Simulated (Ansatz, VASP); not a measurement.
## One calculation of Ca, two programs

File INCAR:

```
PREC = Accurate
ENCUT = 520
EDIFF = 1E-6
ISMEAR = 0
SIGMA = 0.1
LREAL = F
LASPH = T
NELM = 100
ALGO = Normal
ISIF = 2
LWAVE = F
LCHARG = T
GGA = PE
LELF = T
LVHAR = T
NBANDS = 11
```

KPOINTS

```
regular mesh
0
Gamma
  8 8 8
```

POSCAR

```
Ca
1.0
    0.0000000000      2.7942000000      2.7942000000
    2.7942000000      0.0000000000      2.7942000000
    2.7942000000      2.7942000000      0.0000000000
Ca
1
Direct
    0.0000000000      0.0000000000      0.0000000000
```

The input input.yaml:

```yaml
crystal:
  lattice:
    - [0.0, 2.7942, 2.7942]
    - [2.7942, 0.0, 2.7942]
    - [2.7942, 2.7942, 0.0]
  atoms:
    - { symbol: Ca, position: [0.0, 0.0, 0.0] }
kpoints:
  mp_grid: { grid: [8, 8, 8] }
scf:
  occupations: { method: gaussian, width: 0.1 }
hamiltonian:
  xc: pbe
  pseudopotentials: { kind: all_electron, lapw: { basis_error: 0.001 } }
output:
  forces: true
  stress: true
  eigenvalues: true
```

Alike in both runs: task single point; functional PBE; k mesh 8 × 8 × 8; occupations gaussian, width 0.1 eV; no spin polarisation.

```csv
,VASP,Ansatz
version,VASP 6.6.1,Ansatz 0.2.0
potentials or method,"VASP PAW PBE potentials, release 64 (Ca_sv), cutoff 520 eV","all-electron LAPW, scalar-relativistic"
```

```tsv
	VASP	Ansatz	Ansatz less VASP
gap on the k mesh at the Fermi level (eV)	none	none	-
pressure (GPa)	-0.6	-0.6	+0.01
```

A gap of «none» marks a metal or a gap that the smearing closes. Ansatz ran all-electron here, and VASP with PAW potentials.
